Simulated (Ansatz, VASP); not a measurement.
## One calculation of TlBTe2, two programs

The input INCAR:

```
PREC     = Accurate       # precision mode
ENCUT    = 500            # plane-wave cutoff, eV
EDIFF    = 1E-7           # SCF threshold, eV
ISMEAR   = 0              # smearing method
SIGMA    = 0.1            # smearing width, eV
LREAL    = False          # projectors in reciprocal space
LASPH    = True           # aspherical terms in the spheres
NELM     = 120            # most SCF steps
ALGO     = Normal         # electronic algorithm
ISIF     = 3              # what is computed and relaxed
LWAVE    = False          # write WAVECAR
LCHARG   = False          # write CHGCAR
GGA      = PE             # functional
IBRION   = 2              # ionic algorithm
NSW      = 100            # ionic steps
EDIFFG   = -0.01          # ionic threshold
GGA_COMPAT= False        
NELMIN   = 4
```

KPOINTS

```
Automatic mesh
0
Gamma
  12 12 6
```

The input POSCAR:

```
TlBTe2
1.0
    3.9693676042      0.0000000000      0.0000000000
   -1.9846838021      3.4375731822      0.0000000000
    0.0000000000      0.0000000000      9.1250472676
Tl B Te
1 1 2
Direct
    0.3333333333      0.6666666667      0.5000000000
    0.0000000000      0.0000000000      0.5000000000
    0.3333333333      0.6666666667      0.8559633074
    0.3333333333      0.6666666667      0.1440366926
```

Input for Ansatz:

```yaml
crystal:
  lattice:
    - [3.9693676042, 0.0, 0.0]
    - [-1.9846838021, 3.4375731822, 0.0]
    - [0.0, 0.0, 9.1250472676]
  atoms:
    - { symbol: Tl, position: [0.3333333333, 0.6666666667, 0.5] }
    - { symbol: B, position: [0.0, 0.0, 0.5] }
    - { symbol: Te, position: [0.3333333333, 0.6666666667, 0.8559633074] }
    - { symbol: Te, position: [0.3333333333, 0.6666666667, 0.1440366926] }
basis:
  ecutwfc: 420
kpoints:
  mp_grid: { grid: [12, 12, 6] }
hamiltonian:
  xc: pbe
scf:
  occupations: { method: gaussian, width: 0.1 }
output:
  forces: true
  stress: true
  eigenvalues: true
  write_density: true
  write_potential: true
  elf: true
  volumetric_format: npy
relax:
  adjacent_minimum: "off"
  f_tol: 0.01
  max_steps: 80
  cell: { stress_tol: 0.05 }
```

Alike in both runs: task relaxation of cell and atoms; functional PBE; k mesh 12 × 12 × 6; occupations gaussian, width 0.1 eV; no spin polarisation.

|  | VASP | Ansatz |
| --- | --- | --- |
| version | VASP 6.6.1 | Ansatz 0.2.0 |
| potentials or method | VASP PAW PBE potentials, release 64 (Tl_d, B, Te), cutoff 500 eV | scalar-relativistic, plane waves, PAW |
| valence electrons in the cell | 28 | 48 |

|  | VASP | Ansatz | Ansatz less VASP |
| --- | --- | --- | --- |
| gap on the k mesh at the Fermi level, each at its own relaxed structure (eV) | none | none | - |
| relaxed volume (Å³/atom) | 31.33 | 31.38 | +0.053 |
| relaxed cell length with the largest relative difference (Å) | 9.328 | 9.344 | +0.0157 |

A gap of «none» marks a metal or a gap that the smearing closes. VASP's potentials hold 28 valence electrons a cell and Ansatz's 48, so a difference there can come from the potentials and not from the codes.

Spin-orbit coupling is off throughout.
